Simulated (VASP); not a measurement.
# WS2 (P6_3/mmc) in VASP: notebook

WS2 is run at these levels: PBEsol; tasks: single point.

Program: VASP 6.6.1. These are calculated values, not measurements. Logs are shortened: lines on timing, memory, paths and dates and some standing lists are left out, and cuts for length are marked.

**1. The cell of the first run**

Symmetry: P6_3/mmc, No. 194, hexagonal system. The conventional cell has a = 3.020 Å, b = 3.020 Å, c = 12.913 Å, α = 90.00°, β = 90.00°, γ = 120.00°. Within 3.1 Å of W (site symmetry -6m2) lie 6 S at 2.38 Å and 6 W at 3.02 Å. S (site symmetry 3m) has 3 W at 2.38 Å and 6 S at 3.02 Å within 3.1 Å.

**2. Single point, PBEsol (biaxial strain in the a-b plane: -4.0 %, then relaxed in part)**

INCAR reads:

```
SYSTEM = WS2
ALGO = Normal
EDIFF = 1E-6
ENCUT = 520
GGA = PS
ISIF = 2
ISMEAR = 0
LASPH = .True.
LCHARG = .True.
LELF = .True.
LREAL = .False.
LVHAR = .True.
LWAVE = .False.
NBANDS = 35
NELM = 60
PREC = Accurate
SIGMA = 0.02
```

KPOINTS reads:

```
k-points
0
Gamma
  12 12 2
  0 0 0
```

POSCAR reads:

```
WS2
1.0
    3.0202403427      0.0000000000      0.0000000000
   -1.5101201714      2.6156048623      0.0000000000
    0.0000000000      0.0000000000     12.9126706115
W S
2 4
Direct
    0.3333333333      0.6666666667      0.2500000000
    0.6666666667      0.3333333333      0.7500000000
    0.3333333333      0.6666666667      0.6248610172
    0.6666666667      0.3333333333      0.1248610172
    0.3333333333      0.6666666667      0.8751389828
    0.6666666667      0.3333333333      0.3751389828
```

Potentials or basis: VASP PAW PBE potentials, release 64 (W_sv, S).

Command:

```bash
$ cat potpaw_PBE.64/W_sv/POTCAR potpaw_PBE.64/S/POTCAR > POTCAR
$ mpirun -np 1 vasp_std > vasp.out
```

OUTCAR:

```text
SYSTEM = WS2
   EDIFF = 1E-6
   ENCUT = 520
   GGA = PS
   ISIF = 2
   ISMEAR = 0
   LASPH = .True.
   LREAL = .False.
   NELM = 60
   PREC = Accurate

 ion  position               nearest neighbor table
   1  0.333  0.667  0.250-   4 2.38   6 2.38   4 2.38   6 2.38   4 2.38   6 2.38
   2  0.667  0.333  0.750-   3 2.38   5 2.38   3 2.38   5 2.38   3 2.38   5 2.38
   3  0.333  0.667  0.625-   2 2.38   2 2.38   2 2.38
   4  0.667  0.333  0.125-   1 2.38   1 2.38   1 2.38
   5  0.333  0.667  0.875-   2 2.38   2 2.38   2 2.38
   6  0.667  0.333  0.375-   1 2.38   1 2.38   1 2.38

  LATTYP: Found a hexagonal cell.
 ALAT       =     3.0202403427
 C/A-ratio  =     4.2753784952

  Lattice vectors:

 A1 = (   3.0202403427,   0.0000000000,   0.0000000000)
 A2 = (  -1.5101201714,   2.6156048623,   0.0000000000)
 A3 = (   0.0000000000,   0.0000000000,  12.9126706115)

Analysis of symmetry for initial positions (statically):
=====================================================================
 Subroutine PRICEL returns:
 Original cell was already a primitive cell.

 Routine SETGRP: Setting up the symmetry group for a
 hexagonal supercell.

 Subroutine GETGRP returns: Found 24 space group operations
 (whereof 12 operations were pure point group operations)
 out of a pool of 24 trial point group operations.

The static configuration has the point symmetry D_3d.
 The point group associated with its full space group is D_6h.

Analysis of symmetry for dynamics (positions and initial velocities):
=====================================================================
 Subroutine PRICEL returns:
 Original cell was already a primitive cell.

 Routine SETGRP: Setting up the symmetry group for a
 hexagonal supercell.

 Subroutine GETGRP returns: Found 24 space group operations
 (whereof 12 operations were pure point group operations)
 out of a pool of 24 trial point group operations.

The dynamic configuration has the point symmetry D_3d.
 The point group associated with its full space group is D_6h.

 Subroutine INISYM returns: Found 24 space group operations
 (whereof 12 operations are pure point group operations),
 and found     1 'primitive' translations

----------------------------------------------------------------------------------------

                                     Primitive cell

  volume of cell :     102.0069

  direct lattice vectors                    reciprocal lattice vectors
     3.020240343  0.000000000  0.000000000     0.331099478  0.191160373  0.000000000
    -1.510120171  2.615604862  0.000000000     0.000000000  0.382320745  0.000000000
     0.000000000  0.000000000 12.912670611     0.000000000  0.000000000  0.077443314

  length of vectors
     3.020240343  3.020240343 12.912670611     0.382320745  0.382320745  0.077443314

  position of ions in fractional coordinates (direct lattice)
     0.333333333  0.666666667  0.250000000
     0.666666667  0.333333333  0.750000000
     0.333333333  0.666666667  0.624861017
     0.666666667  0.333333333  0.124861017
     0.333333333  0.666666667  0.875138983
     0.666666667  0.333333333  0.375138983

  ion indices of the primitive-cell ions
   primitive index   ion index
                 1           1
                 2           2
                 3           3
                 4           4
                 5           5
                 6           6

----------------------------------------------------------------------------------------

 KPOINTS: k-points

Automatic generation of k-mesh.
 Grid dimensions read from file:
 generate k-points for:   12   12    2

 Generating k-lattice:

  Cartesian coordinates                     Fractional coordinates (reciprocal lattice)
     0.027591623  0.015930031  0.000000000     0.083333333 -0.000000000  0.000000000
     0.000000000  0.031860062  0.000000000     0.000000000  0.083333333  0.000000000
     0.000000000  0.000000000  0.038721657     0.000000000  0.000000000  0.500000000

  Length of vectors
     0.031860062  0.031860062  0.038721657

  Shift w.r.t. Gamma in fractional coordinates (k-lattice)
     0.000000000  0.000000000  0.000000000

 Subroutine IBZKPT returns following result:
 ===========================================

 Found     38 irreducible k-points:

 Following reciprocal coordinates:
            Coordinates               Weight
  0.000000  0.000000  0.000000      1.000000
  0.083333 -0.000000  0.000000      6.000000
  0.166667  0.000000  0.000000      6.000000
  0.250000  0.000000  0.000000      6.000000
  0.333333  0.000000  0.000000      6.000000
  0.416667  0.000000  0.000000      6.000000
[... 16 lines left out ...]
  0.250000  0.000000  0.500000      6.000000
  0.333333  0.000000  0.500000      6.000000
 [... further k-points ...]
   k-points           NKPTS =     38   k-points in BZ     NKDIM =     38   number of bands    NBANDS=     35
   number of dos      NEDOS =    301   number of ions     NIONS =      6
   total plane-waves  NPLWV =  55296
   dimension x,y,z NGX =    24 NGY =   24 NGZ =   96
   dimension x,y,z NGXF=    48 NGYF=   48 NGZF=  192
   ions per type =               2   4
   NGX,Y,Z   is equivalent  to a cutoff of  13.21, 13.21, 12.36 a.u.
   NGXF,Y,Z  is equivalent  to a cutoff of  26.42, 26.42, 24.72 a.u.
 SYSTEM =  WS2
   PREC   = accura    normal or accurate (medium, high low for compatibility)
   ISTART =      0    job   : 0-new  1-cont  2-samecut
   ICHARG =      2    charge: 1-file 2-atom 10-const
   ISPIN  =      1    spin polarized calculation?
   LNONCOLLINEAR =      F non collinear calculations
   LSORBIT =      F    spin-orbit coupling
   LASPH  =      T    aspherical Exc in radial PAW
   ENCUT  =  520.0 eV  38.22 Ry    6.18 a.u.   5.62  5.62 24.01*2*pi/ulx,y,z
   NELM   =     60;   NELMIN=  2; NELMDL= -5     # of ELM steps
   EDIFF  = 0.1E-05   stopping-criterion for ELM
   LREAL  =      F    real-space projection
   EDIFFG = 0.1E-04   stopping-criterion for IOM
   NSW    =      0    number of steps for IOM
   IBRION =     -1    ionic relax: 0-MD 1-quasi-New 2-CG
   NFREE  =      0    steps in history (QN), initial steepest desc. (CG)
   ISIF   =      2    stress and relaxation
   ISYM   =      2    0-nonsym 1-usesym 2-fastsym
   POTIM  = 0.5000    time-step for ionic-motion
   TEBEG  =    0.0;   TEEND  =   0.0 temperature during run
   PSTRESS=    0.0 pullay stress
   NELECT =      52.0000    total number of electrons
   NUPDOWN=      -1.0000    fix difference up-down
   EMIN   =  10.00;   EMAX   =-10.00  energy-range for DOS
   EFERMI =   0.00;   METHOD = LEGACY
   ISMEAR =     0;   SIGMA  =   0.02  broadening in eV -4-tet -1-fermi 0-gaus
   EFERMI_NEDOS =   21; number of points for ismear=-14 and -15
   IALGO  =     38    algorithm
   IMIX   =      4    mixing-type and parameters
     AMIX     =   0.40;   BMIX     =  1.00
     AMIX_MAG =   1.60;   BMIX_MAG =  1.00
  volume/ion in A,a.u.               =      17.00       114.73
  Fermi-wavevector in a.u.,A,eV,Ry     =   1.307774  2.471335 23.269676  1.710273
  Thomas-Fermi vector in A             =   2.438486
   LORBIT       =      0    0 simple, 1 ext, 2 COOP (PROOUT), +10 PAW based schemes
   GGA     = PS    functional components
   LHFCALC =     F    Hartree Fock is set to
   AEXX    =    0.0000 exact exchange contribution
   IVDW    =     0    specifies the selected vdW correction
   LEPSILON=     F    determine dielectric tensor
   LRPA    =     F    only Hartree local field effects (RPA)
 non-spin polarized calculation
 Gauss-broadening in eV      SIGMA  =   0.02
  energy-cutoff  :      520.00
  volume of cell :      102.01
 maximum number of plane-waves:      2785
 NGX is ok and might be reduce to    24
   NGX = 11   NGY = 11   NGZ = 49

 number of electron      51.9999997 magnetization

 Free energy of the ion-electron system (eV)
  ---------------------------------------------------
  ext. energy  EPLUGINS =         0.00000000
  ---------------------------------------------------
  free energy    TOTEN  =       -50.20104795 eV

  energy without entropy =      -50.20104795  energy(sigma->0) =      -50.20104795

 E-fermi :   7.5148     XC(G=0): -11.2749

 val. band max:        7.3223248132   @ k =   0.3333   0.3333   0.0000
 cond. band min:       8.5714571730   @ k =   0.1667   0.1667   0.0000
 fundamental gap:      1.2491323598
 Fermi energy:         7.5148325657

 k-point     1 :       0.0000    0.0000    0.0000
  band No.  band energies     occupation
      1     -66.5069      2.00000
      2     -66.5069      2.00000
      3     -30.8951      2.00000
      4     -30.8951      2.00000
      5     -30.5244      2.00000
      6     -30.5244      2.00000
[... 27 lines left out ...]
     34      10.6582      0.00000
     35      13.4239      0.00000

 k-point     2 :       0.0833   -0.0000    0.0000
  band No.  band energies     occupation
      1     -66.5045      2.00000
      2     -66.5045      2.00000
      3     -30.8879      2.00000
      4     -30.8878      2.00000
      5     -30.5641      2.00000
      6     -30.5641      2.00000
[... 27 lines left out ...]
     34      10.8447      0.00000
     35      14.0020      0.00000

 k-point     3 :       0.1667    0.0000    0.0000
  band No.  band energies     occupation
      1     -66.4981      2.00000
      2     -66.4980      2.00000
      3     -30.8680      2.00000
      4     -30.8680      2.00000
      5     -30.6712      2.00000
      6     -30.6712      2.00000
[... 27 lines left out ...]
     34      11.3836      0.00000
     35      14.7875      0.00000
[... 723 lines left out ...]
 k-point    23 :       0.2500    0.0000    0.5000
  band No.  band energies     occupation
      1     -66.4892      2.00000
      2     -66.4892      2.00000
      3     -30.8407      2.00000
      4     -30.8407      2.00000
      5     -30.8147      2.00000
      6     -30.8147      2.00000
[... 27 lines left out ...]
     34      11.8021      0.00000
     35      14.6162      0.00000

 k-point    24 :       0.3333    0.0000    0.5000
  band No.  band energies     occupation
      1     -66.4803      2.00000
      2     -66.4803      2.00000
      3     -30.9550      2.00000
      4     -30.9550      2.00000
      5     -30.8133      2.00000
      6     -30.8133      2.00000
[... 27 lines left out ...]
     34      12.0821      0.00000
     35      13.9223      0.00000

 [... further k-points ...]
[... 5 lines left out ...]
  --------------------------------------------------------------------------------------
  -------------------------------------------------------------------------------------
  Total        8.7794418      8.7794418      0.1136192     -0.0000000      0.0000000      0.0000000
  in kB      137.8947628    137.8947628      1.7845666     -0.0000000      0.0000000      0.0000000
  external PRESSURE =      92.5246974 kB  Pullay stress =       0.0000000 kB

 VOLUME and BASIS-vectors are now :
 -----------------------------------------------------------------------------
  energy-cutoff  :      520.00
  volume of cell :      102.01
      direct lattice vectors                 reciprocal lattice vectors
     3.020240343  0.000000000  0.000000000     0.331099478  0.191160373  0.000000000
    -1.510120171  2.615604862  0.000000000     0.000000000  0.382320745  0.000000000
     0.000000000  0.000000000 12.912670611     0.000000000  0.000000000  0.077443314

 POSITION                                       TOTAL-FORCE (eV/Angst)
 -----------------------------------------------------------------------------------
     -0.00000      1.74374      3.22817         0.000000     -0.000000      0.000000
      1.51012      0.87187      9.68450        -0.000000      0.000000      0.000000
     -0.00000      1.74374      8.06862         0.000000      0.000000     -0.023187
      1.51012      0.87187      1.61229        -0.000000     -0.000000     -0.023187
     -0.00000      1.74374     11.30038        -0.000000     -0.000000      0.023187
      1.51012      0.87187      4.84405         0.000000     -0.000000      0.023187
 -----------------------------------------------------------------------------------
    total drift:                               -0.000000      0.000000     -0.000000

  FREE ENERGIE OF THE ION-ELECTRON SYSTEM (eV)
  ---------------------------------------------------
  free  energy   TOTEN  =       -50.2010479547 eV

  energy  without entropy=      -50.2010479547  energy(sigma->0) =      -50.20104795
```

Wall time 2.5 min (1 thread of Intel Xeon Platinum 8375C at 2.90GHz (Ice Lake), shared host); peak memory 0.28 GiB.

Results:

- Free energy: -50.2010 eV
- Pressure: 9.3 GPa
- Largest force: 0.023 eV/Å
- Band gap on the k mesh: 1.25 eV, indirect (least direct gap 2.18 eV)

Forces in eV/Å, atoms in the order of the input:
```
W    0.000  0.000  0.000
W    0.000  0.000  0.000
S    0.000  0.000 -0.023
S    0.000  0.000 -0.023
S    0.000  0.000  0.023
S    0.000  0.000  0.023
```

Caveat: the cell differs from its parent crystal (biaxial strain in the a-b plane: -4.0 %, then relaxed in part); the PAW data sets were made with another functional, which shifts forces and pressure a little; spin-orbit coupling is left out, which moves the levels of the heavy elements; this functional lacks dispersion, which binds the layers, so the pressure and a relaxed spacing across them are unreliable. A k mesh can miss the band edges.

**3. Single point, PBEsol (strain along c alone, the other axes held: -6.0 %, then relaxed in part)**

INCAR reads:

```
SYSTEM = WS2
PREC = Accurate ; ENCUT = 520
EDIFF = 1E-6 ; ISMEAR = 0
SIGMA = 0.02 ; LREAL = .FALSE.
LASPH = .TRUE. ; NELM = 100
ALGO = Normal ; ISIF = 2
LWAVE = .FALSE. ; LCHARG = .TRUE.
GGA = PS ; LELF = .TRUE.
LVHAR = .TRUE. ; NBANDS = 35
```

KPOINTS reads:

```
regular mesh
0
G
  12 12 2
  0 0 0
```

POSCAR reads:

```
WS2
1.0
    3.1460836903      0.0000000000      0.0000000000
   -1.5730418452      2.7245883983      0.0000000000
    0.0000000000      0.0000000000     11.9423297481
W S
2 4
Direct
    0.3333333333      0.6666666667      0.2500000000
    0.6666666667      0.3333333333      0.7500000000
    0.3333333333      0.6666666667      0.6191529273
    0.6666666667      0.3333333333      0.1191529273
    0.3333333333      0.6666666667      0.8808470727
    0.6666666667      0.3333333333      0.3808470727
```

Potentials or basis: VASP PAW PBE potentials, release 64 (W_sv, S).

Command:

```bash
$ cat potpaw_PBE.64/W_sv/POTCAR potpaw_PBE.64/S/POTCAR > POTCAR
$ mpirun -np 1 vasp_std > vasp.out
```

Wall time 2.7 min (1 thread of Intel Xeon Platinum 8375C at 2.90GHz (Ice Lake), shared host); peak memory 0.28 GiB.

The run converged. Its results:

- Free energy: -50.5103 eV
- Pressure: 1.4 GPa
- Largest force: 0.023 eV/Å
- Band gap on the k mesh: 0.78 eV, indirect (least direct gap 1.80 eV)

Forces in eV/Å, atoms in the order of the input:
```
W    0.000  0.000  0.000
W    0.000  0.000  0.000
S    0.000  0.000 -0.023
S    0.000  0.000 -0.023
S    0.000  0.000  0.023
S    0.000  0.000  0.023
```

Stress tensor (GPa, compression positive):
```
0.66 0.00 0.00
0.00 0.66 0.00
0.00 0.00 2.90
```

Levels at points of the mesh, in eV from the valence-band top:
| k point | band 22 | band 23 | band 24 | band 25 | band 26 | band 27 | band 28 | band 29 | band 30 | band 31 |
| --- | --- | --- | --- | --- | --- | --- | --- | --- | --- | --- |
| (0.00, 0.00, 0.00) | -2.34 | -2.34 | -1.41 | -1.34 | 0.00 | 2.18 | 2.18 | 2.19 | 2.19 | 2.23 |
| (0.50, 0.00, 0.00) | -2.86 | -2.16 | -1.93 | -1.86 | -1.66 | 2.19 | 2.25 | 2.44 | 2.82 | 2.96 |
| (0.00, 0.00, 0.50) | -2.38 | -2.38 | -2.38 | -0.30 | -0.30 | 2.17 | 2.17 | 2.17 | 2.17 | 2.39 |
| (0.50, 0.00, 0.50) | -3.05 | -2.01 | -2.01 | -1.77 | -1.77 | 2.21 | 2.21 | 2.67 | 2.67 | 3.31 |

Caveat: the cell differs from its parent crystal (strain along c alone, the other axes held: -6.0 %, then relaxed in part); the PAW data sets were made with another functional, which shifts forces and pressure a little; spin-orbit coupling is left out, which moves the levels of the heavy elements.

[end of part 1 of 2]
